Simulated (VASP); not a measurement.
Write the native input for VASP 6.6.1 that does the following.

| Property | Result |
| --- | --- |
| Task | single point |
| Functional | PBEsol |
| Potentials or basis | VASP PAW PBE potentials, release 64 (K_sv, Br) |
| Cutoff | 520 eV |
| k mesh | 6 × 6 × 6 |
| Occupations | gaussian, width 0.05 eV |
| Spin | no spin polarisation |
| Dipole correction | no |
| Further INCAR settings | ALGO = Normal; EDIFF = 1e-07; NBANDS = 15 |

The structure of KBr lies in POSCAR:

```
KBr
1.0
    4.0434990000      0.0000000000      0.0000000000
    0.0000000000      4.0434990000      0.0000000000
    0.0000000000      0.0000000000      4.0434990000
K Br
1 1
Direct
    0.0000000000      0.0000000000      0.0000000000
    0.5000000000      0.5000000000      0.5154569100
```

This cell differs from its parent crystal: all Br atoms moved +0.062 Å, as atom 2 along Cartesian [0 0 1].

The input as run:

INCAR

```
SYSTEM = KBr
PREC = Accurate
ENCUT = 520
EDIFF = 1E-7
ISMEAR = 0
SIGMA = 0.05
LREAL = .FALSE.
LASPH = .TRUE.
NELM = 80
ALGO = Normal
ISIF = 2
LWAVE = .FALSE.
LCHARG = .FALSE.
GGA = PS
NBANDS = 15
```

KPOINTS

```
regular mesh
0
G
  6 6 6
  0 0 0
```

Potentials or basis: VASP PAW PBE potentials, release 64 (K_sv, Br).

Command:

```bash
$ cat potpaw_PBE.64/K_sv/POTCAR potpaw_PBE.64/Br/POTCAR > POTCAR
$ mpirun -np 1 vasp_std > vasp.out
```

It gave:

```json
{
 "Pressure": "-1.2 GPa",
 "Largest force": "0.027 eV/Å",
 "Band gap on the k mesh": "3.71 eV (least direct gap 3.97 eV)"
}
```

Caveat: the cell differs from its parent crystal (all Br atoms moved +0.062 Å, as atom 2 along Cartesian [0 0 1]); the PAW data sets were made with another functional, which shifts forces and pressure a little.

Run time: 20 s on 1 thread of Intel(R) Xeon(R) Platinum 8488C (Sapphire Rapids) (shared host), peak memory 0.18 GiB.
